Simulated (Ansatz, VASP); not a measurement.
## Two plane-wave programs on AlCu3

```xyz
4
Lattice="0.0000 2.8907 2.8907 2.8907 0.0000 2.8907 2.8907 2.8907 0.0000" Properties=species:S:1:pos:R:3 pbc="T T T"
Al    0.0000    0.0000    0.0000
Cu    2.8907    2.8907    2.8907
Cu    1.4453    1.4453    1.4453
Cu    4.3360    4.3360    4.3360
```

Alike in both runs: functional r2SCAN; k mesh 12 × 12 × 12; occupations gaussian, width 0.1 eV; no spin polarisation.

Ansatz relaxed the structure, and its values are those at the end. VASP's run is a single point on that final structure, the one shown.

|  | VASP | Ansatz |
| --- | --- | --- |
| version | VASP 6.6.1 | Ansatz 0.2.0 |
| potentials or method | VASP PAW PBE potentials, release 64 (Al, Cu), cutoff 520 eV | scalar-relativistic, plane waves, PAW |
| valence electrons in the cell | 36 | 60 |

|  | VASP | Ansatz | Ansatz less VASP |
| --- | --- | --- | --- |
| gap on the k mesh at the Fermi level (eV) | none | none | - |
| pressure (GPa) | 0.2 | 0.0 | -0.24 |

VASP's potentials were made for PBE, not for r2SCAN. A gap of «none» marks a metal or a gap that the smearing closes. VASP's potentials hold 36 valence electrons a cell and Ansatz's 60, so a difference there can come from the potentials and not from the codes.
